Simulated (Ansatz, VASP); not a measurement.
**One calculation of KI, two programs**

```xyz
4
Lattice="2.5103 -4.3460 0.0000 2.5103 4.3460 0.0000 0.0000 0.0000 8.7653" Properties=species:S:1:pos:R:3 pbc="T T T"
K     2.5103    0.0000    4.3826
K     2.5103    0.0000    0.0000
I     2.5103   -2.8963    2.1913
I     2.5103    2.8963    6.5739
```

Alike in both runs: task single point; functional PBE; k mesh 6 × 6 × 4; no spin polarisation.

|  | VASP | Ansatz |
| --- | --- | --- |
| version | VASP 6.6.1 | Ansatz 0.2.0 |
| potentials or method | VASP PAW PBE potentials, release 64 (K_sv, I) | plane waves, PAW |
| plane-wave cutoff (eV) | 520 | 420 |
| occupations | gaussian, width 0.01 eV | fixed |
| valence electrons in the cell | 32 | 52 |

```csv
,VASP,Ansatz,Ansatz less VASP
gap on the k mesh at the Fermi level (eV),3.71,3.72,+0.003
pressure (GPa),-0.3,-0.3,-0.02
```

VASP's potentials hold 32 valence electrons a cell and Ansatz's 52, so a difference there can come from the potentials and not from the codes.

Spin-orbit coupling is off throughout.
